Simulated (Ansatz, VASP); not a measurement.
# Te2Mo: VASP beside Ansatz

The input INCAR:

```
SYSTEM = Te2Mo
ALGO = Normal
EDIFF = 1E-7
ENCUT = 520
GGA = PE
ISIF = 2
ISMEAR = 0
LASPH = .True.
LCHARG = .False.
LREAL = .False.
LWAVE = .False.
NBANDS = 35
NELM = 80
PREC = Accurate
SIGMA = 0.05
```

The input KPOINTS:

```
k-points
0
Gamma
  9 9 1
  0 0 0
```

Contents of POSCAR:

```
Te2Mo
1.0
    3.5549909197      0.0000000000      0.0000000000
   -1.7774954599      3.0787124467      0.0000000000
    0.0000000000      0.0000000000     35.0365360304
Te Mo
4 2
Direct
    0.3333333333      0.6666666667      0.4476193085
    0.3333333333      0.6666666667      0.9483984951
    0.3333333333      0.6666666667      0.0516015049
    0.3333333333      0.6666666667      0.5523806915
    0.0000000000      0.0000000000      0.0000000000
    0.0000000000      0.0000000000      0.5000000000
```

Input for Ansatz:

```yaml
crystal:
  lattice:
    - [3.5549909197, 0.0, 0.0]
    - [-1.7774954599, 3.0787124467, 0.0]
    - [0.0, 0.0, 35.0365360304]
  atoms:
    - { symbol: Te, position: [0.3333333333, 0.6666666667, 0.4476193085] }
    - { symbol: Te, position: [0.3333333333, 0.6666666667, 0.9483984951] }
    - { symbol: Te, position: [0.3333333333, 0.6666666667, 0.0516015049] }
    - { symbol: Te, position: [0.3333333333, 0.6666666667, 0.5523806915] }
    - { symbol: Mo, position: [0.0, 0.0, 0.0] }
    - { symbol: Mo, position: [0.0, 0.0, 0.5] }
basis:
  ecutwfc: 420
kpoints:
  mp_grid: { grid: [9, 9, 1] }
hamiltonian:
  xc: pbe
  pseudopotentials: { kind: paw, azcp: { folder: soft_1 } }
scf:
  occupations: { method: gaussian, width: 0.05 }
output:
  forces: true
  stress: true
  eigenvalues: true
```

Change from the starting cell: mode 7 frozen in at +0.000 Å and mode 12 at -0.027 Å (largest displacements).

Alike in both runs: task single point; functional PBE; k mesh 9 × 9 × 1; occupations gaussian, width 0.05 eV; no spin polarisation.

|  | VASP | Ansatz |
| --- | --- | --- |
| version | VASP 6.6.1 | Ansatz 0.2.0 |
| potentials or method | VASP PAW PBE potentials, release 64 (Te, Mo_sv), cutoff 520 eV | scalar-relativistic, plane waves, PAW |
| valence electrons in the cell | 52 | 92 |

Ansatz gave:

| Item | Value |
| --- | --- |
| gap on the k mesh at the Fermi level (eV) | 1.03 |
| least direct gap on the mesh (eV) | 1.03 |
| rms of the force components (eV/Å) | 0.116 |

Problem. What did VASP give for the same quantities?

Solution. gap on the k mesh at the Fermi level (eV): 1.02; least direct gap on the mesh (eV): 1.02; rms of the force components (eV/Å): 0.113.

Atom by atom the forces differ by 0.006 eV/Å (rms over components). The functional is the same, so the differences come from potentials, cutoffs and numerics. VASP's potentials hold 52 valence electrons a cell and Ansatz's 92, so a difference there can come from the potentials and not from the codes.

Neither program's run includes spin-orbit coupling.
